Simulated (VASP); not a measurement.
**Cu: single point with PBEsol**

The system is Cu.

```
Cu
1.0
     1.74607    1.74607    0.00000
    -1.78024    1.78024    0.00000
     0.00000    0.00000    3.61169
Cu
2
Direct
  0.00000 0.00000 0.00000
  0.50000 0.50000 0.50000
```

This cell differs from its parent crystal: uniaxial strain along a: -2.0 %, then relaxed in part.

```json
{
  "Program": "VASP 6.6.1",
  "Task": "single point",
  "Functional": "PBEsol",
  "Potentials or basis": "VASP PAW PBE potentials, release 64 (Cu)",
  "Cutoff": "520 eV",
  "k mesh": "20 × 20 × 14",
  "Occupations": "gaussian, width 0.1 eV",
  "Spin": "no spin polarisation",
  "Dipole correction": "no",
  "Further INCAR settings": "ALGO = Fast; EDIFF = 1e-07; NBANDS = 18"
}
```

```json
{
  "Pressure": "2.2 GPa",
  "Band gap on the k mesh": "zero (bands 11 and 12 overlap by 8.27 eV)"
}
```

Stress tensor (GPa, compression positive):
```
2.88 2.15 0.00
2.15 2.88 0.00
0.00 0.00 0.74
```

Levels at points of the mesh, in eV from the Fermi level:
```tsv
k point	band 7	band 8	band 9	band 10	band 11	band 12	band 13	band 14	band 15	band 16
(0.00, 0.00, 0.00)	-2.35	-2.23	-1.69	-1.53	-1.53	1.07	7.03	13.34	14.31	18.35
(0.50, 0.00, 0.00)	-2.69	-2.69	-2.29	-2.29	-0.12	-0.12	9.91	9.91	11.08	11.08
(0.00, 0.50, 0.00)	-2.57	-2.57	-2.25	-2.25	-0.31	-0.31	9.66	9.66	10.87	10.87
(0.50, 0.50, 0.00)	-1.57	-1.57	-1.48	-1.48	1.60	1.60	7.67	7.67	13.22	13.22
(0.00, 0.00, 0.50)	-2.48	-2.48	-2.41	-2.41	-1.96	-1.96	17.42	17.42	18.15	18.15
(0.50, 0.00, 0.50)	-1.72	-1.72	-1.63	-1.63	-1.10	-1.10	4.14	4.14	21.25	21.25
(0.00, 0.50, 0.50)	-1.69	-1.69	-1.68	-1.68	-1.28	-1.28	3.86	3.86	21.21	21.21
(0.50, 0.50, 0.50)	-2.35	-2.35	-1.48	-1.48	6.31	6.31	6.46	6.46	8.68	8.68
```

It took 8.6 min on 1 thread of Intel Xeon 8259CL (shared host), peak memory 0.41 GiB.

Caveat: the cell differs from its parent crystal (uniaxial strain along a: -2.0 %, then relaxed in part); the PAW data sets were made with another functional, which shifts forces and pressure a little.
